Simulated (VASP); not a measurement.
HfB: single point with PBE

HfB:

```
Hf B
1.0
     0.00000    2.24070    2.37930
     2.24070    0.00000    2.37930
     2.24070    2.24070    0.00000
Hf B
1 1
Direct
  0.50000 0.50000 0.50000
  0.00000 0.00000 0.00000
```

This cell differs from its parent crystal: strain -0.030 along x and y, +0.030 along z.

| Quantity | Value |
| --- | --- |
| Program | VASP 6.6.1 |
| Task | single point |
| Functional | PBE |
| Potentials or basis | VASP PAW PBE potentials, release 64 (Hf_pv, B) |
| Cutoff | 520 eV |
| k mesh | 18 × 18 × 18 |
| Occupations | gaussian, width 0.15 eV |
| Spin | no spin polarisation |

The pressure is 41.4 GPa. The band gap on the k mesh is zero (an odd number of electrons rules out a gap without spin polarisation).

Stress tensor (GPa, compression positive):
```
52.56  0.00  0.00
 0.00 52.56  0.00
 0.00  0.00 19.06
```

Levels at points of the mesh, in eV from the Fermi level:
```
           k point  band 4  band 5  band 6  band 7  band 8  band 9  band 10  band 11
(0.00, 0.00, 0.00)   -9.68    1.72    2.49    2.49    3.74    3.80     4.20     4.20
(0.50, 0.00, 0.00)   -5.13   -3.91   -1.60   -1.36    6.53    6.99     7.94     8.58
(0.50, 0.50, 0.00)   -6.96   -1.31   -1.15    2.81    2.81    6.40     8.16     8.16
(0.50, 0.00, 0.50)   -6.81   -1.21   -0.53    2.17    2.51    6.35     7.70     8.57
```

It took 2.1 min on 1 thread of Intel Xeon 8259CL (shared host), peak memory 0.28 GiB.

Caveat: the cell differs from its parent crystal (strain -0.030 along x and y, +0.030 along z); the cell stands under pressure; spin-orbit coupling is left out, which moves the levels of the heavy elements.
